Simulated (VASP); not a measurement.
Runs of VASP 6.6.1 on BaTe. The structure is that of space group R-3m (No. 166), or close to it. The cells are those of the table. 

| cell | gap on the mesh (eV) | pressure (GPa) |
| --- | --- | --- |
| a = 4.267 Å, angles 92.7°, 2 atoms | (a) | 0.3 |
| a = 4.295 Å, angles 82.7°, 2 atoms | 0.99 | 1.1 |
| a = 4.383 Å, angles 75.7°, 2 atoms | 0.83 | 3.0 |
| a = 4.651 Å, angles 109.5°, 2 atoms | none | 45.0 |
| a = 4.365 Å, angles 101.4°, 2 atoms | 0.42 | (b) |

Alike in all rows: task single point; level PBE; potentials or basis VASP PAW PBE potentials, release 64 (Ba_sv, Te); no spin polarisation; k mesh 8 × 8 × 8; cutoff (eV) 520; smearing gaussian 0.05 eV.

Estimate the missing entries.

(a) 0.82; (b) 10.3.

Caveats: spin-orbit coupling is left out, which moves the levels of the heavy elements; the cell stands under pressure (at least some runs); semilocal functionals underestimate gaps, and a narrow one can read as zero (at least some runs).

A k mesh can miss the band edges, and the runs leave out spin-orbit coupling on Ba, Te.

A gap of «none» marks levels without a gap at the run's occupations.
